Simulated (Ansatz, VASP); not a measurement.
# One calculation of NaCl, two programs

```
CELL_PARAMETERS angstrom
0.00000 2.60207 2.60207
2.60207 0.00000 2.60207
2.60207 2.60207 0.00000
ATOMIC_POSITIONS crystal
Na 0.00000 0.00000 0.00000
Cl 0.50000 0.50000 0.50000
```

Alike in both runs: task single point; functional PBE; k mesh 8 × 8 × 8; occupations gaussian, width 0.02 eV; no spin polarisation.

```csv
,VASP,Ansatz
version,VASP 6.6.1,Ansatz 0.2.0
potentials or method,"VASP PAW PBE potentials, release 64 (Na_pv, Cl), cutoff 520 eV","scalar-relativistic, plane waves, PAW"
valence electrons in the cell,14,16
```

|  | VASP | Ansatz | Ansatz less VASP |
| --- | --- | --- | --- |
| gap on the k mesh at the Fermi level (eV) | 6.22 | 6.22 | +0.001 |
| least direct gap on the mesh (eV) | 6.22 | 6.22 | +0.001 |
| pressure (GPa) | 12.0 | 12.0 | -0.02 |

With one functional, cell and mesh, what is left measures potentials, basis and numerics. VASP's potentials hold 14 valence electrons a cell and Ansatz's 16, so a difference there can come from the potentials and not from the codes.
